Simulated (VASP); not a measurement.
A run of VASP 6.6.1:

INCAR

```
PREC     = Accurate       # precision mode
ENCUT    = 600            # plane-wave cutoff, eV
EDIFF    = 1E-6           # SCF threshold, eV
ISMEAR   = 0              # smearing method
SIGMA    = 0.02           # smearing width, eV
LREAL    = False          # projectors in reciprocal space
LASPH    = True           # aspherical terms in the spheres
NELM     = 120            # most SCF steps
ALGO     = Normal         # electronic algorithm
ISIF     = 2              # what is computed and relaxed
LWAVE    = False          # write WAVECAR
LCHARG   = False          # write CHGCAR
GGA      = PE             # functional
NBANDS   = 11             # bands
GGA_COMPAT= False
```

The input KPOINTS:

```
Automatic mesh
0
Gamma
  8 8 8
```

POSCAR

```
BeSe
1.0
    0.0000000000      2.5889059304      2.5889059304
    2.5889059304      0.0000000000      2.5889059304
    2.5889059304      2.5889059304      0.0000000000
Be Se
1 1
Direct
    0.0000000000      0.0000000000      0.0000000000
    0.2500000000      0.2500000000      0.2500000000
```

Potentials or basis: VASP PAW PBE potentials, release 64 (Be, Se).

The run is started by

```bash
$ cat potpaw_PBE.64/Be/POTCAR potpaw_PBE.64/Se/POTCAR > POTCAR
$ mpirun -np 1 vasp_std > vasp.out
```

Hardware: 1 thread of Intel Xeon 6975P-C (shared host).

Problem. Estimate the wall time of this run.

Solution. Wall time 18 s on 1 thread of Intel Xeon 6975P-C, on a shared host, peak memory 0.17 GiB. Counts: scf iterations 12, k points 29.
